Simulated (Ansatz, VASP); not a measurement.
**One calculation of BaZrO3, two programs**

```xyz
5
Lattice="4.1815 0.0000 0.0000 0.0000 4.1815 0.0000 0.0000 0.0000 4.1815" Properties=species:S:1:pos:R:3 pbc="T T T"
Ba    2.0907    1.9582    1.9582
Zr    0.0000    0.0000    0.0000
O     2.0907    0.0000    0.0000
O     0.0000    2.0907    0.0000
O     0.0000    0.0000    2.0907
```

Change from the starting cell: all Ba atoms moved +0.188 Å, as atom 1 towards its neighbour atom 3 (O) at 2.957 Å.

Alike in both runs: task single point; functional PBE; k mesh 6 × 6 × 6; occupations gaussian, width 0.05 eV; no spin polarisation.

```csv
,VASP,Ansatz
version,VASP 6.6.1,Ansatz 0.2.0
potentials or method,"VASP PAW PBE potentials, release 64 (Ba_sv, Zr_sv, O_h), cutoff 1340 eV","scalar-relativistic, plane waves, PAW"
valence electrons in the cell,40,40
```

VASP gave:

```
gap on the k mesh at the Fermi level (eV)                     : 3.18
least direct gap on the mesh (eV)                             : 3.39
pressure (GPa)                                                : 6.9
traceless stress, the component that is largest in VASP (GPa) : 0.73
rms of the force components (eV/Å)                            : 0.280
```

Problem. What did Ansatz give for the same quantities?

Solution. gap on the k mesh at the Fermi level (eV): 3.22; least direct gap on the mesh (eV): 3.41; pressure (GPa): 5.9; traceless stress, the component that is largest in VASP (GPa): 0.68; rms of the force components (eV/Å): 0.263.

Atom by atom the forces differ by 0.027 eV/Å (rms over components).

Neither program's run includes spin-orbit coupling.
